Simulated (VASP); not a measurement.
# Ga3P3H2 (buck sheet) in VASP: notebook

Ga3P3H2 (buck sheet) is run at these levels: PBEsol; tasks: single point.

Everything below comes from runs of VASP 6.6.1. Logs are shortened: lines on timing, memory, paths and dates and some standing lists are left out, and cuts for length are marked.

## Step 1: The cell of the first run

The cell holds a wire with vacuum, 8 atoms: a = 19.700 Å, b = 9.700 Å, c = 3.781 Å, α = 90.00°, β = 90.00°, γ = 90.00°.

## Step 2: Single point, PBEsol

INCAR

```
  PREC = Accurate
  ENCUT = 520
  EDIFF = 1E-6
  ISMEAR = 0
  SIGMA = 0.05
  LREAL = F
  LASPH = T
  NELM = 80
  ALGO = Normal
  ISIF = 2
  LWAVE = F
  LCHARG = F
  GGA = PS
  NBANDS = 38
```

KPOINTS

```
Automatic mesh
0
Gamma
  1 1 14
```

POSCAR

```
Ga3P3H2
1.0
   19.7000000000      0.0000000000      0.0000000000
    0.0000000000      9.7000000000      0.0000000000
    0.0000000000      0.0000000000      3.7814834557
Ga P H
3 3 2
Direct
    0.3774828530      0.5225871734      1.0000000000
    0.5197624475      0.6264862495      0.5000000000
    0.6563205784      0.4558851168      1.0000000000
    0.3150658262      0.4787881955      0.5000000000
    0.4608763367      0.6857226834      1.0000000000
    0.6321439268      0.5762531049      0.5000000000
    0.7022233780      0.3254435176      1.0000000000
    0.3135804227      0.3313253631      0.5000000000
```

Potentials or basis: VASP PAW PBE potentials, release 64 (Ga_d, P, H).

Launch:

```console
$ cat potpaw_PBE.64/Ga_d/POTCAR potpaw_PBE.64/P/POTCAR potpaw_PBE.64/H/POTCAR > POTCAR
$ mpirun -np 1 vasp_std > vasp.out
```

OUTCAR:

```text
PREC = Accurate
   ENCUT = 520
   EDIFF = 1E-6
   ISMEAR = 0
   LREAL = F
   LASPH = T
   NELM = 80
   ISIF = 2
   GGA = PS

 ion  position               nearest neighbor table
   1  0.377  0.523  0.000-   5 2.28   4 2.30   4 2.30
   2  0.520  0.626  0.500-   6 2.27   5 2.29   5 2.29
   3  0.656  0.456  0.000-   7 1.56   6 2.27   6 2.27
   4  0.315  0.479  0.500-   8 1.43   1 2.30   1 2.30
   5  0.461  0.686  0.000-   1 2.28   2 2.29   2 2.29
   6  0.632  0.576  0.500-   2 2.27   3 2.27   3 2.27
   7  0.702  0.325  0.000-   3 1.56
   8  0.314  0.331  0.500-   4 1.43

  LATTYP: Found a simple orthorhombic cell.
 ALAT       =     3.7814834557
 B/A-ratio  =     2.5651308841
 C/A-ratio  =     5.2095957131

  Lattice vectors:

 A1 = (   0.0000000000,   0.0000000000,  -3.7814834557)
 A2 = (   0.0000000000,   9.7000000000,   0.0000000000)
 A3 = (  19.7000000000,   0.0000000000,   0.0000000000)

Analysis of symmetry for initial positions (statically):
=====================================================================
 Subroutine PRICEL returns:
 Original cell was already a primitive cell.

 Routine SETGRP: Setting up the symmetry group for a
 simple orthorhombic supercell.

 Subroutine GETGRP returns: Found  2 space group operations
 (whereof  2 operations were pure point group operations)
 out of a pool of  8 trial point group operations.

The static configuration has the point symmetry C_1h.

Analysis of symmetry for dynamics (positions and initial velocities):
=====================================================================
 Subroutine PRICEL returns:
 Original cell was already a primitive cell.

 Routine SETGRP: Setting up the symmetry group for a
 simple orthorhombic supercell.

 Subroutine GETGRP returns: Found  2 space group operations
 (whereof  2 operations were pure point group operations)
 out of a pool of  8 trial point group operations.

The dynamic configuration has the point symmetry C_1h.

 Subroutine INISYM returns: Found  2 space group operations
 (whereof  2 operations are pure point group operations),
 and found     1 'primitive' translations

----------------------------------------------------------------------------------------

                                     Primitive cell

  volume of cell :     722.6037

  direct lattice vectors                    reciprocal lattice vectors
    19.700000000  0.000000000  0.000000000     0.050761421  0.000000000  0.000000000
     0.000000000  9.700000000  0.000000000     0.000000000  0.103092784  0.000000000
     0.000000000  0.000000000  3.781483456     0.000000000  0.000000000  0.264446483

  length of vectors
    19.700000000  9.700000000  3.781483456     0.050761421  0.103092784  0.264446483

  position of ions in fractional coordinates (direct lattice)
     0.377482853  0.522587173  0.000000000
     0.519762447  0.626486249  0.500000000
     0.656320578  0.455885117  0.000000000
     0.315065826  0.478788196  0.500000000
     0.460876337  0.685722683  0.000000000
     0.632143927  0.576253105  0.500000000
     0.702223378  0.325443518  0.000000000
     0.313580423  0.331325363  0.500000000

  ion indices of the primitive-cell ions
   primitive index   ion index
                 1           1
                 2           2
                 3           3
                 4           4
                 5           5
                 6           6
                 7           7
                 8           8

----------------------------------------------------------------------------------------

 KPOINTS: Automatic mesh

Automatic generation of k-mesh.
 Grid dimensions read from file:
 generate k-points for:    1    1   14

 Generating k-lattice:

  Cartesian coordinates                     Fractional coordinates (reciprocal lattice)
     0.050761421  0.000000000  0.000000000     1.000000000  0.000000000  0.000000000
     0.000000000  0.103092784  0.000000000     0.000000000  1.000000000  0.000000000
     0.000000000  0.000000000  0.018889034     0.000000000  0.000000000  0.071428571

  Length of vectors
     0.050761421  0.103092784  0.018889034

  Shift w.r.t. Gamma in fractional coordinates (k-lattice)
     0.000000000  0.000000000  0.000000000

 Subroutine IBZKPT returns following result:
 ===========================================

 Found      8 irreducible k-points:

 Following reciprocal coordinates:
            Coordinates               Weight
  0.000000  0.000000  0.000000      1.000000
  0.000000  0.000000  0.071429      2.000000
  0.000000  0.000000  0.142857      2.000000
  0.000000  0.000000  0.214286      2.000000
  0.000000  0.000000  0.285714      2.000000
  0.000000  0.000000  0.357143      2.000000
  0.000000  0.000000  0.428571      2.000000
  0.000000  0.000000  0.500000      1.000000
   k-points           NKPTS =      8   k-points in BZ     NKDIM =      8   number of bands    NBANDS=     38
   number of dos      NEDOS =    301   number of ions     NIONS =      8
   total plane-waves  NPLWV = 302400
   dimension x,y,z NGX =   150 NGY =   72 NGZ =   28
   dimension x,y,z NGXF=   300 NGYF=  144 NGZF=   56
   ions per type =               3   3   2
   NGX,Y,Z   is equivalent  to a cutoff of  12.66, 12.34, 12.31 a.u.
   NGXF,Y,Z  is equivalent  to a cutoff of  25.32, 24.68, 24.62 a.u.
 SYSTEM =  unknown system
   PREC   = accura    normal or accurate (medium, high low for compatibility)
   ISTART =      0    job   : 0-new  1-cont  2-samecut
   ICHARG =      2    charge: 1-file 2-atom 10-const
   ISPIN  =      1    spin polarized calculation?
   LNONCOLLINEAR =      F non collinear calculations
   LSORBIT =      F    spin-orbit coupling
   LASPH  =      T    aspherical Exc in radial PAW
   ENCUT  =  520.0 eV  38.22 Ry    6.18 a.u.  36.63 18.04  7.03*2*pi/ulx,y,z
   NELM   =     80;   NELMIN=  2; NELMDL= -5     # of ELM steps
   EDIFF  = 0.1E-05   stopping-criterion for ELM
   LREAL  =      F    real-space projection
   EDIFFG = 0.1E-04   stopping-criterion for IOM
   NSW    =      0    number of steps for IOM
   IBRION =     -1    ionic relax: 0-MD 1-quasi-New 2-CG
   NFREE  =      0    steps in history (QN), initial steepest desc. (CG)
   ISIF   =      2    stress and relaxation
   ISYM   =      2    0-nonsym 1-usesym 2-fastsym
   POTIM  = 0.5000    time-step for ionic-motion
   TEBEG  =    0.0;   TEEND  =   0.0 temperature during run
   PSTRESS=    0.0 pullay stress
   NELECT =      56.0000    total number of electrons
   NUPDOWN=      -1.0000    fix difference up-down
   EMIN   =  10.00;   EMAX   =-10.00  energy-range for DOS
   EFERMI =   0.00;   METHOD = LEGACY
   ISMEAR =     0;   SIGMA  =   0.05  broadening in eV -4-tet -1-fermi 0-gaus
   EFERMI_NEDOS =   21; number of points for ismear=-14 and -15
   IALGO  =     38    algorithm
   IMIX   =      4    mixing-type and parameters
     AMIX     =   0.40;   BMIX     =  1.00
     AMIX_MAG =   1.60;   BMIX_MAG =  1.00
  volume/ion in A,a.u.               =      90.33       609.55
  Fermi-wavevector in a.u.,A,eV,Ry     =   0.697971  1.318974  6.628264  0.487164
  Thomas-Fermi vector in A             =   1.781446
   LORBIT       =      0    0 simple, 1 ext, 2 COOP (PROOUT), +10 PAW based schemes
   GGA     = PS    functional components
   LHFCALC =     F    Hartree Fock is set to
   AEXX    =    0.0000 exact exchange contribution
   IVDW    =     0    specifies the selected vdW correction
   LEPSILON=     F    determine dielectric tensor
   LRPA    =     F    only Hartree local field effects (RPA)
 non-spin polarized calculation
 Gauss-broadening in eV      SIGMA  =   0.05
  energy-cutoff  :      520.00
  volume of cell :      722.60
 maximum number of plane-waves:     19492
 NGX is ok and might be reduce to   150
   NGX = 73   NGY = 37   NGZ = 15

 number of electron      56.0000004 magnetization

 Free energy of the ion-electron system (eV)
  ---------------------------------------------------
  ext. energy  EPLUGINS =         0.00000000
  ---------------------------------------------------
  free energy    TOTEN  =       -32.90243039 eV

  energy without entropy =      -32.90243039  energy(sigma->0) =      -32.90243039

 E-fermi :  -3.5939     XC(G=0):  -2.7275

 val. band max:       -3.8654782009   @ k =   0.0000   0.0000   0.0000
 cond. band min:      -1.4224742089   @ k =   0.0000   0.0000   0.5000
 fundamental gap:      2.4430039920
 Fermi energy:        -3.5939044238

 k-point     1 :       0.0000    0.0000    0.0000
  band No.  band energies     occupation
      1     -18.1168      2.00000
      2     -18.0612      2.00000
      3     -17.9934      2.00000
      4     -17.9648      2.00000
      5     -17.9377      2.00000
      6     -17.9341      2.00000
[... 30 lines left out ...]
     37       1.4484      0.00000
     38       1.8601      0.00000

 k-point     2 :       0.0000    0.0000    0.0714
  band No.  band energies     occupation
      1     -18.1146      2.00000
      2     -18.0589      2.00000
      3     -17.9919      2.00000
      4     -17.9659      2.00000
      5     -17.9397      2.00000
      6     -17.9330      2.00000
[... 30 lines left out ...]
     37       1.4817      0.00000
     38       1.8517      0.00000

 k-point     3 :       0.0000    0.0000    0.1429
  band No.  band energies     occupation
      1     -18.1082      2.00000
      2     -18.0529      2.00000
      3     -17.9893      2.00000
      4     -17.9680      2.00000
      5     -17.9435      2.00000
      6     -17.9315      2.00000
[... 30 lines left out ...]
     37       1.6447      0.00000
[... 125 lines left out ...]
 k-point     7 :       0.0000    0.0000    0.4286
  band No.  band energies     occupation
      1     -18.0704      2.00000
      2     -18.0426      2.00000
      3     -18.0038      2.00000
      4     -17.9605      2.00000
      5     -17.9552      2.00000
      6     -17.9440      2.00000
[... 30 lines left out ...]
     37       2.4959      0.00000
     38       2.6640      0.00000

 k-point     8 :       0.0000    0.0000    0.5000
  band No.  band energies     occupation
      1     -18.0664      2.00000
      2     -18.0454      2.00000
      3     -18.0041      2.00000
      4     -17.9611      2.00000
      5     -17.9552      2.00000
      6     -17.9453      2.00000
[... 30 lines left out ...]
     37       2.7017      0.00000
     38       2.7926      0.00000

------------------------ aborting loop because EDIFF is reached ----------------------------------------

  FORCE on cell =-STRESS in cart. coord.  units (eV):
  Direction    XX          YY          ZZ          XY          YZ          ZX
  --------------------------------------------------------------------------------------
  -------------------------------------------------------------------------------------
  Total       -0.1379169     -0.1572885     -0.1642239      0.0171070      0.0000000      0.0000000
  in kB       -0.3057932     -0.3487446     -0.3641219      0.0379301      0.0000000      0.0000000
  external PRESSURE =      -0.3395532 kB  Pullay stress =       0.0000000 kB

 VOLUME and BASIS-vectors are now :
 -----------------------------------------------------------------------------
  energy-cutoff  :      520.00
  volume of cell :      722.60
      direct lattice vectors                 reciprocal lattice vectors
    19.700000000  0.000000000  0.000000000     0.050761421  0.000000000  0.000000000
     0.000000000  9.700000000  0.000000000     0.000000000  0.103092784  0.000000000
     0.000000000  0.000000000  3.781483456     0.000000000  0.000000000  0.264446483

 POSITION                                       TOTAL-FORCE (eV/Angst)
 -----------------------------------------------------------------------------------
      7.43641      5.06910      0.00000        -0.006800     -0.003179      0.000000
     10.23932      6.07692      1.89074        -0.005154     -0.001613      0.000000
     12.92952      4.42209      0.00000         0.009976     -0.016392      0.000000
      6.20680      4.64425      1.89074         0.014303     -0.016733      0.000000
      9.07926      6.65151      0.00000         0.003716     -0.011741      0.000000
     12.45324      5.58966      1.89074        -0.000843     -0.003777      0.000000
     13.83380      3.15680      0.00000        -0.019667      0.026380      0.000000
      6.17753      3.21386      1.89074         0.004470      0.027055      0.000000
 -----------------------------------------------------------------------------------
    total drift:                               -0.000001     -0.001828      0.000009

  FREE ENERGIE OF THE ION-ELECTRON SYSTEM (eV)
  ---------------------------------------------------
  free  energy   TOTEN  =       -32.9024303870 eV

  energy  without entropy=      -32.9024303870  energy(sigma->0) =      -32.90243039
```

It used 1100 s of CPU time on 1 thread of AMD EPYC 7R13 Processor (Zen 3), on a shared host.

Results:

```yaml
Free_energy: -32.9024 eV
Largest_force: 0.033 eV/Å
Band_gap_on_the_k_mesh: 2.44 eV, indirect (least direct gap 2.45 eV)
```

Forces in eV/Å, atoms in the order of the input:
```
Ga  -0.007 -0.003  0.000
Ga  -0.005 -0.002  0.000
Ga   0.010 -0.016  0.000
P    0.014 -0.017  0.000
P    0.004 -0.012  0.000
P   -0.001 -0.004  0.000
H   -0.020  0.026  0.000
H    0.004  0.027  0.000
```

Caveat: the PAW data sets were made with another functional, which shifts forces and pressure a little.

(Continued in part 2 of 2.)
